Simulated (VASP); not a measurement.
# Y (Im-3m) in VASP: further runs, part 2 of 3

VASP 6.6.1. The steps go on from the part before.

### Step 4. Relaxation of cell and atoms, LDA, target pressure -0.61 GPa, at which the enthalpy is minimised

This run uses another cell than the first one, of 29.91 Å³/atom.

INCAR

```
PREC = Accurate
ENCUT = 600
EDIFF = 1E-6
ISMEAR = -1
SIGMA = 0.08
LREAL = False
LASPH = True
NELM = 100
ALGO = Normal
ISIF = 3
LWAVE = False
LCHARG = False
GGA = CA
IBRION = 2
NSW = 60
EDIFFG = -0.005
PSTRESS = -6.1
```

KPOINTS

```
regular mesh
0
Gamma
  14 14 14
```

POSCAR

```
Y
1.0
   -1.9554708521      1.9554708521      1.9554708521
    1.9554708521     -1.9554708521      1.9554708521
    1.9554708521      1.9554708521     -1.9554708521
Y
1
Direct
    0.0000000000      0.0000000000      0.0000000000
```

Potentials or basis: VASP PAW LDA potentials, release 64 (Y_sv).

Launch:

```console
> cat potpaw_LDA.64/Y_sv/POTCAR > POTCAR
> mpirun -np 1 vasp_std > vasp.out
```

OUTCAR:

```text
PREC = Accurate
   ENCUT = 600
   EDIFF = 1E-6
   ISMEAR = -1
   LREAL = False
   LASPH = True
   NELM = 100
   ISIF = 3
   GGA = CA
   IBRION = 2
   NSW = 60
   EDIFFG = -0.005
   PSTRESS = -6.1

 ion  position               nearest neighbor table
   1  0.000  0.000  0.000-

  LATTYP: Found a body centered cubic cell.
 ALAT       =     3.9109417042

  Lattice vectors:

 A1 = (  -1.9554708521,   1.9554708521,   1.9554708521)
 A2 = (   1.9554708521,  -1.9554708521,   1.9554708521)
 A3 = (   1.9554708521,   1.9554708521,  -1.9554708521)

Analysis of symmetry for initial positions (statically):
=====================================================================
 Subroutine PRICEL returns:
 Original cell was already a primitive cell.

 Routine SETGRP: Setting up the symmetry group for a
 body centered cubic supercell.

 Subroutine GETGRP returns: Found 48 space group operations
 (whereof 48 operations were pure point group operations)
 out of a pool of 48 trial point group operations.

The static configuration has the point symmetry O_h .

Analysis of symmetry for dynamics (positions and initial velocities):
=====================================================================
 Subroutine PRICEL returns:
 Original cell was already a primitive cell.

 Routine SETGRP: Setting up the symmetry group for a
 body centered cubic supercell.

 Subroutine GETGRP returns: Found 48 space group operations
 (whereof 48 operations were pure point group operations)
 out of a pool of 48 trial point group operations.

The dynamic configuration has the point symmetry O_h .

 Subroutine INISYM returns: Found 48 space group operations
 (whereof 48 operations are pure point group operations),
 and found     1 'primitive' translations

----------------------------------------------------------------------------------------

                                     Primitive cell

  volume of cell :      29.9098

  direct lattice vectors                    reciprocal lattice vectors
    -1.955470852  1.955470852  1.955470852     0.000000000  0.255692893  0.255692893
     1.955470852 -1.955470852  1.955470852     0.255692893  0.000000000  0.255692893
     1.955470852  1.955470852 -1.955470852     0.255692893  0.255692893  0.000000000

  length of vectors
     3.386974869  3.386974869  3.386974869     0.361604358  0.361604358  0.361604358

  position of ions in fractional coordinates (direct lattice)
     0.000000000  0.000000000  0.000000000

  ion indices of the primitive-cell ions
   primitive index   ion index
                 1           1

----------------------------------------------------------------------------------------

 KPOINTS: regular mesh

Automatic generation of k-mesh.
 Grid dimensions read from file:
 generate k-points for:   14   14   14

 Generating k-lattice:

  Cartesian coordinates                     Fractional coordinates (reciprocal lattice)
     0.000000000  0.018263778  0.018263778     0.071428571  0.000000000  0.000000000
     0.018263778  0.000000000  0.018263778     0.000000000  0.071428571  0.000000000
     0.018263778  0.018263778  0.000000000     0.000000000  0.000000000  0.071428571

  Length of vectors
     0.025828883  0.025828883  0.025828883

  Shift w.r.t. Gamma in fractional coordinates (k-lattice)
     0.000000000  0.000000000  0.000000000

 Subroutine IBZKPT returns following result:
 ===========================================

 Found    104 irreducible k-points:

 Following reciprocal coordinates:
            Coordinates               Weight
  0.000000  0.000000  0.000000      1.000000
  0.071429  0.000000  0.000000     12.000000
  0.142857  0.000000  0.000000     12.000000
  0.214286  0.000000  0.000000     12.000000
  0.285714  0.000000  0.000000     12.000000
  0.357143  0.000000  0.000000     12.000000
[... 16 lines left out ...]
  0.285714  0.285714  0.000000     24.000000
  0.357143  0.285714  0.000000     24.000000
 [... further k-points ...]
   k-points           NKPTS =    104   k-points in BZ     NKDIM =    104   number of bands    NBANDS=      9
   number of dos      NEDOS =    301   number of ions     NIONS =      1
   total plane-waves  NPLWV =  21952
   dimension x,y,z NGX =    28 NGY =   28 NGZ =   28
   dimension x,y,z NGXF=    56 NGYF=   56 NGZF=   56
   ions per type =               1
   NGX,Y,Z   is equivalent  to a cutoff of  13.74, 13.74, 13.74 a.u.
   NGXF,Y,Z  is equivalent  to a cutoff of  27.49, 27.49, 27.49 a.u.
 SYSTEM =  unknown system
   PREC   = accura    normal or accurate (medium, high low for compatibility)
   ISTART =      0    job   : 0-new  1-cont  2-samecut
   ICHARG =      2    charge: 1-file 2-atom 10-const
   ISPIN  =      1    spin polarized calculation?
   LNONCOLLINEAR =      F non collinear calculations
   LSORBIT =      F    spin-orbit coupling
   LASPH  =      T    aspherical Exc in radial PAW
   ENCUT  =  600.0 eV  44.10 Ry    6.64 a.u.   6.76  6.76  6.76*2*pi/ulx,y,z
   NELM   =    100;   NELMIN=  2; NELMDL= -5     # of ELM steps
   EDIFF  = 0.1E-05   stopping-criterion for ELM
   LREAL  =      F    real-space projection
   EDIFFG = -.5E-02   stopping-criterion for IOM
   NSW    =     60    number of steps for IOM
   IBRION =      2    ionic relax: 0-MD 1-quasi-New 2-CG
   NFREE  =      1    steps in history (QN), initial steepest desc. (CG)
   ISIF   =      3    stress and relaxation
   ISYM   =      2    0-nonsym 1-usesym 2-fastsym
   POTIM  = 0.5000    time-step for ionic-motion
   TEBEG  =    0.0;   TEEND  =   0.0 temperature during run
   PSTRESS=   -6.1 pullay stress
   NELECT =      11.0000    total number of electrons
   NUPDOWN=      -1.0000    fix difference up-down
   EMIN   =  10.00;   EMAX   =-10.00  energy-range for DOS
   EFERMI =   0.00;   METHOD = LEGACY
   ISMEAR =    -1;   SIGMA  =   0.08  broadening in eV -4-tet -1-fermi 0-gaus
   EFERMI_NEDOS =   21; number of points for ismear=-14 and -15
   IALGO  =     38    algorithm
   IMIX   =      4    mixing-type and parameters
     AMIX     =   0.40;   BMIX     =  1.00
     AMIX_MAG =   1.60;   BMIX_MAG =  1.00
  volume/ion in A,a.u.               =      29.91       201.84
  Fermi-wavevector in a.u.,A,eV,Ry     =   1.172918  2.216494 18.718039  1.375737
  Thomas-Fermi vector in A             =   2.309339
   LORBIT       =      0    0 simple, 1 ext, 2 COOP (PROOUT), +10 PAW based schemes
   GGA     = CA    functional components
   LHFCALC =     F    Hartree Fock is set to
   AEXX    =    0.0000 exact exchange contribution
   IVDW    =     0    specifies the selected vdW correction
   LEPSILON=     F    determine dielectric tensor
   LRPA    =     F    only Hartree local field effects (RPA)
 conjugate gradient relaxation of ions
 non-spin polarized calculation
  energy-cutoff  :      600.00
  volume of cell :       29.91
 maximum number of plane-waves:      1048
   NGX = 13   NGY = 13   NGZ = 13

--------------------------------------- Ionic step        1  -------------------------------------------

 number of electron      10.9999999 magnetization

 Free energy of the ion-electron system (eV)
  ---------------------------------------------------
  ext. energy  EPLUGINS =         0.00000000
  ---------------------------------------------------
  free energy    TOTEN  =        -6.84111819 eV

  energy without entropy =       -6.79118618  energy(sigma->0) =       -6.81615218

 E-fermi :   3.4293     XC(G=0): -10.0146

 val. band max:        3.4128583308   @ k =  -0.2857   0.4286   0.0714
 cond. band min:       3.4401019712   @ k =   0.2857   0.2143   0.2143
 fundamental gap:      0.0272436403
 Fermi energy:         3.4293236887

 k-point     1 :       0.0000    0.0000    0.0000
  band No.  band energies     occupation
      1     -38.9531      2.00000
      2     -18.6882      2.00000
      3     -18.6882      2.00000
      4     -18.6882      2.00000
      5      -1.5053      2.00000
      6       5.1268      0.00000
      7       5.1268      0.00000
      8       5.1268      0.00000
      9       7.2909      0.00000
[... 347 lines left out ...]
  enthalpy is  TOTEN    =        -6.9556107663 eV   P V=       -0.1155235657

--------------------------------------- Ionic step        3  -------------------------------------------

 number of electron      10.9999999 magnetization

 Free energy of the ion-electron system (eV)
  ---------------------------------------------------
  ext. energy  EPLUGINS =         0.00000000
  ---------------------------------------------------
  free energy    TOTEN  =        -6.84029179 eV

  energy without entropy =       -6.78979544  energy(sigma->0) =       -6.81504361

 E-fermi :   3.3642     XC(G=0):  -9.9639

 val. band max:        3.3617975782   @ k =   0.2857   0.2143   0.2143
 cond. band min:       3.3727238030   @ k =  -0.3571   0.5000   0.0714
 fundamental gap:      0.0109262248
 Fermi energy:         3.3641618435

 k-point     1 :       0.0000    0.0000    0.0000
  band No.  band energies     occupation
      1     -39.0476      2.00000
      2     -18.7957      2.00000
      3     -18.7957      2.00000
      4     -18.7957      2.00000
      5      -1.5526      2.00000
      6       5.0465      0.00000
      7       5.0465      0.00000
      8       5.0465      0.00000
      9       7.1828      0.00000
[... 304 lines left out ...]
  FREE ENERGIE OF THE ION-ELECTRON SYSTEM (eV)
  ---------------------------------------------------
  free  energy   TOTEN  =        -6.8402917899 eV

  energy  without entropy=       -6.7897954363  energy(sigma->0) =       -6.81504361

  enthalpy is  TOTEN    =        -6.9556213857 eV   P V=       -0.1153295958

 reached required accuracy - stopping structural energy minimisation
```

OSZICAR:

```text
N       E                     dE             d eps       ncg     rms          rms(c)
DAV:   1     0.225006508812E+02    0.22501E+02   -0.63616E+03  1880   0.124E+03
DAV:   2    -0.589742271069E+01   -0.28398E+02   -0.27767E+02  2336   0.177E+02
DAV:   3    -0.700870630834E+01   -0.11113E+01   -0.10905E+01  2742   0.244E+01
[... 21 lines left out ...]
DAV:   2    -0.684031022460E+01    0.27470E-03   -0.50879E-04  2418   0.189E-01    0.423E-02
DAV:   3    -0.684027389799E+01    0.36327E-04   -0.36971E-04  2721   0.121E-01    0.307E-02
DAV:   4    -0.684027849564E+01   -0.45976E-05   -0.41161E-06  1873   0.182E-02    0.231E-02
DAV:   5    -0.684029109613E+01   -0.12600E-04   -0.16061E-05  2743   0.218E-02    0.561E-03
DAV:   6    -0.684029178994E+01   -0.69381E-06   -0.25849E-07   980   0.493E-03
   3 F= -.69556214E+01 E0= -.69303732E+01  d E =-.626915E-03
```

CONTCAR:

```text
Y
   1.00000000000000
    -1.9637544188262066    1.9637544188262066    1.9637544188262066
     1.9637544188262066   -1.9637544188262066    1.9637544188262066
     1.9637544188262066    1.9637544188262066   -1.9637544188262066
  Y
     1
Direct
     0.0000000000000000    0.0000000000000000    0.0000000000000000

  0.00000000E+00  0.00000000E+00  0.00000000E+00
```

Run time: 31 s. Hardware: 1 thread of AMD EPYC 9R45 (Zen 5), shared host; peak memory 0.16 GiB.

Results:

| Property | Result |
| --- | --- |
| Free energy | -6.8403 eV |
| Relaxed volume | 30.29 Å³/atom |
| Relaxed cell | a = 3.401 Å, b = 3.401 Å, c = 3.401 Å, α = 109.47°, β = 109.47°, γ = 109.47° |
| Space group after relaxing (to 0.1 Å) | Im-3m (No. 229) |
| Energy change on relaxing (the run minimises the enthalpy) | +0.8 meV/atom |
| Ionic steps | 3 |
| Pressure after relaxing | -0.6 GPa |
| Band gap on the k mesh | zero (an odd number of electrons rules out a gap without spin polarisation) |

Step by step:
```tsv
step	energy change (eV)	largest force (eV/Å)	pressure (GPa)	volume (Å³)
1	0.0000	0.0000	-0.08	29.91
2	0.0010	0.0000	-0.68	30.34
3	0.0008	0.0000	-0.61	30.29
```

Final structure:
```xyz
1
Lattice="-1.9638 1.9638 1.9638 1.9638 -1.9638 1.9638 1.9638 1.9638 -1.9638" Properties=species:S:1:pos:R:3 pbc="T T T"
Y     0.0000    0.0000    0.0000
```

Levels at points of the mesh, in eV from the Fermi level:
```csv
k point,band 2,band 3,band 4,band 5,band 6,band 7,band 8,band 9
"(0.00, 0.00, 0.00)",-22.16,-22.16,-22.16,-4.92,1.68,1.68,1.68,3.82
"(0.50, 0.00, 0.00)",-22.89,-22.39,-22.17,-2.14,0.07,1.09,3.76,4.47
"(0.50, 0.50, 0.50)",-22.66,-22.66,-22.66,-1.66,-1.66,5.71,5.71,5.71
```

Caveat: the cell is relaxed towards a set pressure, so the run minimises the enthalpy, not the energy.

(Continued in part 3 of 3.)
